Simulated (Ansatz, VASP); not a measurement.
## Two plane-wave programs on NbSnS4

```
CELL_PARAMETERS angstrom
4.33952 0.00000 0.00000
0.00000 4.33952 0.00000
0.00000 0.00000 6.48120
ATOMIC_POSITIONS crystal
Nb 0.50000 0.50000 0.50000
Sn 0.00000 0.00000 0.00000
S 0.50000 0.00000 0.72534
S 0.00000 0.50000 0.27466
S 0.50000 0.00000 0.27466
S 0.00000 0.50000 0.72534
```

Change from the starting cell: species swapped into the CePrO4 type (P4/mmm, No. 123).

Alike in both runs: functional PBE; k mesh 10 × 10 × 6; occupations gaussian, width 0.1 eV; no spin polarisation.

Ansatz relaxed the structure, and its values are those at the end. VASP's run is a single point on that final structure, the one shown.

|  | VASP | Ansatz |
| --- | --- | --- |
| version | VASP 6.6.1 | Ansatz 0.2.0 |
| potentials or method | VASP PAW PBE potentials, release 64 (Nb_sv, Sn_d, S), cutoff 520 eV | scalar-relativistic, plane waves, PAW |
| valence electrons in the cell | 51 | 51 |

Ansatz gave:

| Quantity | Value |
| --- | --- |
| gap on the k mesh at the Fermi level (eV) | none |
| pressure (GPa) | 0.0 |
| rms of the force components (eV/Å) | 0.004 |

Problem. What did VASP give for the same quantities?

Solution. gap on the k mesh at the Fermi level (eV): none; pressure (GPa): -0.1; rms of the force components (eV/Å): 0.010.

A gap of «none» marks a metal or a gap that the smearing closes. The functional is the same, so the differences come from potentials, cutoffs and numerics.
